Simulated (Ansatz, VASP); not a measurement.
## Sc: VASP beside Ansatz

File INCAR:

```
PREC = Accurate
ENCUT = 520
EDIFF = 1E-7
ISMEAR = -1
SIGMA = 0.1
LREAL = False
LASPH = True
NELM = 100
ALGO = Normal
ISIF = 2
LWAVE = False
LCHARG = True
GGA = B5
ALDAX = 1.0
AGGAX = 1.0
AGGAC = 1.0
ALDAC = 0.0
LELF = True
LVHAR = True
NBANDS = 12
```

File KPOINTS:

```
Automatic mesh
0
Gamma
  13 13 13
```

The input POSCAR:

```
Sc
1.0
    0.0000000000      2.3833804465      2.3833804465
    2.3833804465      0.0000000000      2.3833804465
    2.3833804465      2.3833804465      0.0000000000
Sc
1
Direct
    0.0000000000      0.0000000000      0.0000000000
```

Input for Ansatz:

```yaml
crystal:
  lattice:
    - [0.0, 2.3833804465, 2.3833804465]
    - [2.3833804465, 0.0, 2.3833804465]
    - [2.3833804465, 2.3833804465, 0.0]
  atoms:
    - { symbol: Sc, position: [0.0, 0.0, 0.0] }
hamiltonian:
  xc: blyp
  pseudopotentials:
    kind: paw
    azcp:
      Sc: "pseudopotentials/Sc.paw.azcp"
basis:
  ecutwfc: 420
  fft_grid_basis: typed
kpoints:
  mp_grid: { grid: [13, 13, 13], shift: [0, 0, 0] }
magnetization:
  spin_polarized: false
scf:
  occupations: { method: fermi_dirac, width: 0.1 }
  lower_state_search: "off"
output:
  stress: true
```

Alike in both runs: task single point; functional BLYP; k mesh 13 × 13 × 13; occupations fermi-dirac, width 0.1 eV; no spin polarisation.

|  | VASP | Ansatz |
| --- | --- | --- |
| version | VASP 6.6.1 | Ansatz 0.2.0 |
| potentials or method | VASP PAW PBE potentials, release 64 (Sc_sv), cutoff 520 eV | plane waves (420 eV) with PAW, scalar-relativistic |
| valence electrons in the cell | 11 | 11 |

|  | VASP | Ansatz | Ansatz less VASP |
| --- | --- | --- | --- |
| pressure (GPa) | -3.3 | -3.3 | -0.01 |

VASP's potentials were made for PBE, not for BLYP. With one functional, cell and mesh, what is left measures potentials, basis and numerics.
